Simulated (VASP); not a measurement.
# BN (P1) in VASP: a series of runs

BN is run at these levels: PBE; tasks: single point.

Everything below comes from runs of VASP 6.6.1. Logs are shortened: lines on timing, memory, paths and dates and some standing lists are left out, and cuts for length are marked.

## Step 1: The cell of the first run

The typed cell holds 4 atoms: a = 2.563 Å, b = 2.563 Å, c = 4.439 Å, α = 73.22°, β = 73.22°, γ = 60.00°.

## Step 2: Single point, PBE (mode 4 frozen in at -0.034 Å and mode 5 at -0.017 Å (largest displacements))

File INCAR:

```
PREC = Accurate
ENCUT = 520
EDIFF = 1E-7
ISMEAR = 0
SIGMA = 0.05
LREAL = F
LASPH = T
NELM = 60
ALGO = Normal
ISIF = 2
LWAVE = F
LCHARG = F
GGA = PE
NBANDS = 16
```

File KPOINTS:

```
Automatic mesh
0
Gamma
  6 6 6
```

File POSCAR:

```
BN
1.0
    0.0000000000     -1.8123937734     -1.8123937734
   -1.8123937734      0.0000000000     -1.8123937734
    1.8123937734      1.8123937734     -3.6247875468
B N
2 2
Direct
    0.0041121302      0.0119918157      0.0000000000
    0.4958878698      0.4880081843      0.5000000000
    0.3792082115      0.3872720083      0.8750000000
    0.8707917885      0.8627279917      0.3750000000
```

Potentials or basis: VASP PAW PBE potentials, release 64 (B, N).

The run is started by

```sh
$ cat potpaw_PBE.64/B/POTCAR potpaw_PBE.64/N/POTCAR > POTCAR
$ mpirun -np 1 vasp_std > vasp.out
```

OUTCAR:

```text
PREC = Accurate
   ENCUT = 520
   EDIFF = 1E-7
   ISMEAR = 0
   LREAL = F
   LASPH = T
   NELM = 60
   ISIF = 2
   GGA = PE

 ion  position               nearest neighbor table
   1  0.004  0.012  0.000-   3 1.57   3 1.57   3 1.57   4 1.57
   2  0.496  0.488  0.500-   4 1.57   4 1.57   4 1.57   3 1.57
   3  0.379  0.387  0.875-   1 1.57   1 1.57   1 1.57   2 1.57
   4  0.871  0.863  0.375-   2 1.57   2 1.57   2 1.57   1 1.57

  LATTYP: Found a trigonal (rhomboedric) cell.
 ALAT       =     4.4394399578
 COS(alpha) =     0.8333333333

  Lattice vectors:

 A1 = (   1.8123937734,   3.6247875468,  -1.8123937734)
 A2 = (   3.6247875468,   1.8123937734,  -1.8123937734)
 A3 = (   1.8123937734,   1.8123937734,  -3.6247875468)

Analysis of symmetry for initial positions (statically):
=====================================================================
 Subroutine PRICEL returns:
 Original cell was already a primitive cell.

 Routine SETGRP: Setting up the symmetry group for a
 trigonal (rhombohedral) supercell.

 Subroutine GETGRP returns: Found  1 space group operations
 (whereof  1 operations were pure point group operations)
 out of a pool of 12 trial point group operations.

The static configuration has the point symmetry C_1 .

Analysis of symmetry for dynamics (positions and initial velocities):
=====================================================================
 Subroutine PRICEL returns:
 Original cell was already a primitive cell.

 Routine SETGRP: Setting up the symmetry group for a
 trigonal (rhombohedral) supercell.

 Subroutine GETGRP returns: Found  1 space group operations
 (whereof  1 operations were pure point group operations)
 out of a pool of 12 trial point group operations.

The dynamic configuration has the point symmetry C_1 .

 Subroutine INISYM returns: Found  1 space group operations
 (whereof  1 operations are pure point group operations),
 and found     1 'primitive' translations

----------------------------------------------------------------------------------------

                                     Primitive cell

  volume of cell :      23.8132

  direct lattice vectors                    reciprocal lattice vectors
     0.000000000 -1.812393773 -1.812393773     0.137939119 -0.413817356 -0.137939119
    -1.812393773  0.000000000 -1.812393773    -0.413817356  0.137939119 -0.137939119
     1.812393773  1.812393773 -3.624787547     0.137939119  0.137939119 -0.137939119

  length of vectors
     2.563111855  2.563111855  4.439439958     0.457492301  0.457492301  0.238917562

  position of ions in fractional coordinates (direct lattice)
     0.004112130  0.011991816  0.000000000
     0.495887870  0.488008184  0.500000000
     0.379208211  0.387272008  0.875000000
     0.870791789  0.862727992  0.375000000

  ion indices of the primitive-cell ions
   primitive index   ion index
                 1           1
                 2           2
                 3           3
                 4           4

----------------------------------------------------------------------------------------

 KPOINTS: Automatic mesh

Automatic generation of k-mesh.
 Grid dimensions read from file:
 generate k-points for:    6    6    6

 Generating k-lattice:

  Cartesian coordinates                     Fractional coordinates (reciprocal lattice)
     0.022989853 -0.068969559 -0.022989853     0.166666667  0.000000000 -0.000000000
    -0.068969559  0.022989853 -0.022989853     0.000000000  0.166666667 -0.000000000
     0.022989853  0.022989853 -0.022989853     0.000000000  0.000000000  0.166666667

  Length of vectors
     0.076248717  0.076248717  0.039819594

  Shift w.r.t. Gamma in fractional coordinates (k-lattice)
     0.000000000  0.000000000  0.000000000

 Subroutine IBZKPT returns following result:
 ===========================================

 Found    112 irreducible k-points:

 Following reciprocal coordinates:
            Coordinates               Weight
  0.000000  0.000000  0.000000      1.000000
  0.166667  0.000000  0.000000      2.000000
  0.000000  0.166667  0.000000      2.000000
 -0.166667 -0.166667 -0.166667      2.000000
  0.333333  0.000000 -0.000000      2.000000
  0.000000  0.333333 -0.000000      2.000000
[... 16 lines left out ...]
 -0.166667  0.500000 -0.000000      2.000000
 -0.333333  0.500000  0.500000      2.000000
 [... further k-points ...]
   k-points           NKPTS =    112   k-points in BZ     NKDIM =    112   number of bands    NBANDS=     16
   number of dos      NEDOS =    301   number of ions     NIONS =      4
   total plane-waves  NPLWV =  14400
   dimension x,y,z NGX =    20 NGY =   20 NGZ =   36
   dimension x,y,z NGXF=    40 NGYF=   40 NGZF=   72
   ions per type =               2   2
   NGX,Y,Z   is equivalent  to a cutoff of  12.97, 12.97, 13.48 a.u.
   NGXF,Y,Z  is equivalent  to a cutoff of  25.94, 25.94, 26.96 a.u.
 SYSTEM =  unknown system
   PREC   = accura    normal or accurate (medium, high low for compatibility)
   ISTART =      0    job   : 0-new  1-cont  2-samecut
   ICHARG =      2    charge: 1-file 2-atom 10-const
   ISPIN  =      1    spin polarized calculation?
   LNONCOLLINEAR =      F non collinear calculations
   LSORBIT =      F    spin-orbit coupling
   LASPH  =      T    aspherical Exc in radial PAW
   ENCUT  =  520.0 eV  38.22 Ry    6.18 a.u.   4.77  4.77  8.25*2*pi/ulx,y,z
   NELM   =     60;   NELMIN=  2; NELMDL= -5     # of ELM steps
   EDIFF  = 0.1E-06   stopping-criterion for ELM
   LREAL  =      F    real-space projection
   EDIFFG = 0.1E-05   stopping-criterion for IOM
   NSW    =      0    number of steps for IOM
   IBRION =     -1    ionic relax: 0-MD 1-quasi-New 2-CG
   NFREE  =      0    steps in history (QN), initial steepest desc. (CG)
   ISIF   =      2    stress and relaxation
   ISYM   =      2    0-nonsym 1-usesym 2-fastsym
   POTIM  = 0.5000    time-step for ionic-motion
   TEBEG  =    0.0;   TEEND  =   0.0 temperature during run
   PSTRESS=    0.0 pullay stress
   NELECT =      16.0000    total number of electrons
   NUPDOWN=      -1.0000    fix difference up-down
   EMIN   =  10.00;   EMAX   =-10.00  energy-range for DOS
   EFERMI =   0.00;   METHOD = LEGACY
   ISMEAR =     0;   SIGMA  =   0.05  broadening in eV -4-tet -1-fermi 0-gaus
   EFERMI_NEDOS =   21; number of points for ismear=-14 and -15
   IALGO  =     38    algorithm
   IMIX   =      4    mixing-type and parameters
     AMIX     =   0.40;   BMIX     =  1.00
     AMIX_MAG =   1.60;   BMIX_MAG =  1.00
  volume/ion in A,a.u.               =       5.95        40.17
  Fermi-wavevector in a.u.,A,eV,Ry     =   1.433867  2.709616 27.973240  2.055975
  Thomas-Fermi vector in A             =   2.553338
   LORBIT       =      0    0 simple, 1 ext, 2 COOP (PROOUT), +10 PAW based schemes
   GGA     = PE    functional components
   LHFCALC =     F    Hartree Fock is set to
   AEXX    =    0.0000 exact exchange contribution
   IVDW    =     0    specifies the selected vdW correction
   LEPSILON=     F    determine dielectric tensor
   LRPA    =     F    only Hartree local field effects (RPA)
 non-spin polarized calculation
 Gauss-broadening in eV      SIGMA  =   0.05
  energy-cutoff  :      520.00
  volume of cell :       23.81
 maximum number of plane-waves:       663
   NGX =  9   NGY =  9   NGZ = 17

 number of electron      16.0000002 magnetization

 Free energy of the ion-electron system (eV)
  ---------------------------------------------------
  ext. energy  EPLUGINS =         0.00000000
  ---------------------------------------------------
  free energy    TOTEN  =       -34.86799731 eV

  energy without entropy =      -34.86799731  energy(sigma->0) =      -34.86799731

 E-fermi :   7.5461     XC(G=0): -12.7833

 val. band max:        7.3238758649   @ k =   0.0000   0.0000   0.0000
 cond. band min:      11.7468320592   @ k =   0.5000   0.5000   0.0000
 fundamental gap:      4.4229561944
 Fermi energy:         7.5460859416

 k-point     1 :       0.0000    0.0000    0.0000
  band No.  band energies     occupation
      1     -12.8331      2.00000
      2      -8.6520      2.00000
      3      -3.3066      2.00000
      4       5.3867      2.00000
      5       5.3915      2.00000
      6       7.2874      2.00000
[... 8 lines left out ...]
     15      18.0360      0.00000
     16      22.4996      0.00000

 k-point     2 :       0.1667    0.0000    0.0000
  band No.  band energies     occupation
      1     -12.2217      2.00000
      2      -8.2912      2.00000
      3      -2.6180      2.00000
      4       3.2125      2.00000
      5       4.7584      2.00000
      6       5.0173      2.00000
[... 8 lines left out ...]
     15      19.5942      0.00000
     16      22.8907      0.00000

 k-point     3 :       0.0000    0.1667    0.0000
  band No.  band energies     occupation
      1     -12.2218      2.00000
      2      -8.2907      2.00000
      3      -2.6185      2.00000
      4       3.2120      2.00000
      5       4.7608      2.00000
      6       5.0143      2.00000
[... 8 lines left out ...]
     15      19.5499      0.00000
     16      22.8833      0.00000

 k-point     4 :      -0.1667   -0.1667   -0.1667
  band No.  band energies     occupation
      1     -12.2219      2.00000
      2      -8.2903      2.00000
      3      -2.6190      2.00000
      4       3.2115      2.00000
      5       4.7631      2.00000
      6       5.0114      2.00000
[... 8 lines left out ...]
     15      19.4980      0.00000
     16      22.8764      0.00000

 k-point     5 :       0.3333    0.0000   -0.0000
  band No.  band energies     occupation
      1     -10.4857      2.00000
      2      -7.5318      2.00000
      3      -1.0361      2.00000
      4      -0.0157      2.00000
      5       1.2576      2.00000
      6       3.8305      2.00000
[... 8 lines left out ...]
     15      21.8600      0.00000
     16      23.2350      0.00000

 k-point     6 :       0.0000    0.3333   -0.0000
  band No.  band energies     occupation
      1     -10.4865      2.00000
      2      -7.5292      2.00000
      3      -1.0413      2.00000
      4      -0.0208      2.00000
      5       1.2646      2.00000
      6       3.8387      2.00000
[... 8 lines left out ...]
     15      21.8352      0.00000
     16      23.2387      0.00000

 k-point     7 :      -0.3333   -0.3333   -0.3333
  band No.  band energies     occupation
      1     -10.4872      2.00000
      2      -7.5268      2.00000
      3      -1.0460      2.00000
      4      -0.0253      2.00000
      5       1.2710      2.00000
      6       3.8462      2.00000
[... 8 lines left out ...]
     15      21.8084      0.00000
     16      23.2418      0.00000

 k-point     8 :       0.5000    0.0000    0.0000
  band No.  band energies     occupation
      1      -8.2460      2.00000
      2      -8.1774      2.00000
      3      -1.4023      2.00000
      4      -1.3703      2.00000
      5       2.1528      2.00000
      6       2.2185      2.00000
[... 8 lines left out ...]
     15      21.9217      0.00000
     16      21.9938      0.00000

 k-point     9 :       0.0000    0.5000    0.0000
  band No.  band energies     occupation
      1      -8.3098      2.00000
      2      -8.1097      2.00000
      3      -1.4395      2.00000
      4      -1.3461      2.00000
      5       2.1018      2.00000
      6       2.2942      2.00000
[... 8 lines left out ...]
     15      21.8089      0.00000
     16      22.0692      0.00000
[... 172 lines left out ...]
 k-point    19 :       0.3333    0.1667    0.3333
  band No.  band energies     occupation
      1     -10.9440      2.00000
      2      -7.9433      2.00000
      3      -1.0699      2.00000
      4       1.3620      2.00000
      5       1.9365      2.00000
      6       3.1376      2.00000
[... 8 lines left out ...]
     15      21.2272      0.00000
     16      23.4973      0.00000

 k-point    20 :       0.5000    0.1667    0.0000
  band No.  band energies     occupation
      1      -8.8435      2.00000
      2      -7.5225      2.00000
      3      -1.5879      2.00000
      4      -0.0973      2.00000
      5       1.2907      2.00000
      6       1.8957      2.00000
[... 8 lines left out ...]
     15      22.8121      0.00000
     16      23.5849      0.00000

 k-point    21 :      -0.3333    0.1667    0.1667
  band No.  band energies     occupation
      1      -8.8437      2.00000
      2      -7.5224      2.00000
      3      -1.5870      2.00000
      4      -0.0964      2.00000
      5       1.2874      2.00000
      6       1.8945      2.00000
[... 8 lines left out ...]
     15      22.7796      0.00000
     16      23.5864      0.00000

 k-point    22 :      -0.1667    0.3333   -0.1667
  band No.  band energies     occupation
      1      -8.8474      2.00000
      2      -7.5160      2.00000
      3      -1.5920      2.00000
      4      -0.1015      2.00000
      5       1.2826      2.00000
      6       1.9096      2.00000
[... 8 lines left out ...]
     15      22.7425      0.00000
     16      23.5869      0.00000

 k-point    23 :      -0.1667    0.5000   -0.0000
  band No.  band energies     occupation
      1      -8.8470      2.00000
      2      -7.5162      2.00000
      3      -1.5938      2.00000
      4      -0.1033      2.00000
      5       1.2894      2.00000
      6       1.9123      2.00000
[... 8 lines left out ...]
     15      22.8130      0.00000
     16      23.5839      0.00000

 k-point    24 :      -0.3333    0.5000    0.5000
  band No.  band energies     occupation
      1      -8.8504      2.00000
      2      -7.5104      2.00000
      3      -1.5983      2.00000
      4      -0.1079      2.00000
      5       1.2851      2.00000
      6       1.9260      2.00000
[... 8 lines left out ...]
     15      22.7816      0.00000
     16      23.5843      0.00000

 [... further k-points ...]
[... 5 lines left out ...]
  --------------------------------------------------------------------------------------
  -------------------------------------------------------------------------------------
  Total        0.0247799      0.0692359     -0.0157927      0.0002950     -0.0079755     -0.0161957
  in kB        1.6672208      4.6582667     -1.0625486      0.0198472     -0.5366020     -1.0896667
  external PRESSURE =       1.7543130 kB  Pullay stress =       0.0000000 kB

 VOLUME and BASIS-vectors are now :
 -----------------------------------------------------------------------------
  energy-cutoff  :      520.00
  volume of cell :       23.81
      direct lattice vectors                 reciprocal lattice vectors
     0.000000000 -1.812393773 -1.812393773     0.137939119 -0.413817356 -0.137939119
    -1.812393773  0.000000000 -1.812393773    -0.413817356  0.137939119 -0.137939119
     1.812393773  1.812393773 -3.624787547     0.137939119  0.137939119 -0.137939119

 POSITION                                       TOTAL-FORCE (eV/Angst)
 -----------------------------------------------------------------------------------
     -0.02173     -0.00745     -0.02919         0.199832      0.069745      0.271896
      0.02173      0.00745     -3.59560        -0.201600     -0.067983     -0.266927
      0.88396      0.89857     -4.56085         0.268033      0.090835      0.355818
     -0.88396     -0.89857     -4.50112        -0.266265     -0.092597     -0.360787
 -----------------------------------------------------------------------------------
    total drift:                                0.000006     -0.000029      0.000032

  FREE ENERGIE OF THE ION-ELECTRON SYSTEM (eV)
  ---------------------------------------------------
  free  energy   TOTEN  =       -34.8679973132 eV

  energy  without entropy=      -34.8679973132  energy(sigma->0) =      -34.86799731
```

Run time: 18 s. Hardware: 1 thread of Intel Xeon 6975P-C (Granite Rapids), shared host; peak memory 0.15 GiB.

Results:

- Free energy: -34.8680 eV
- Pressure: 0.2 GPa
- Largest force: 0.458 eV/Å
- Band gap on the k mesh: 4.42 eV

Forces on the atoms (eV/Å):
```
B    0.200  0.070  0.272
B   -0.202 -0.068 -0.267
N    0.268  0.091  0.356
N   -0.266 -0.093 -0.361
```

Caveat: the k points lie up to 0.48 Å⁻¹ apart; the cell differs from its parent crystal (mode 4 frozen in at -0.034 Å and mode 5 at -0.017 Å (largest displacements)). A k mesh can miss the band edges.

(Part 1 of 2 ends here.)
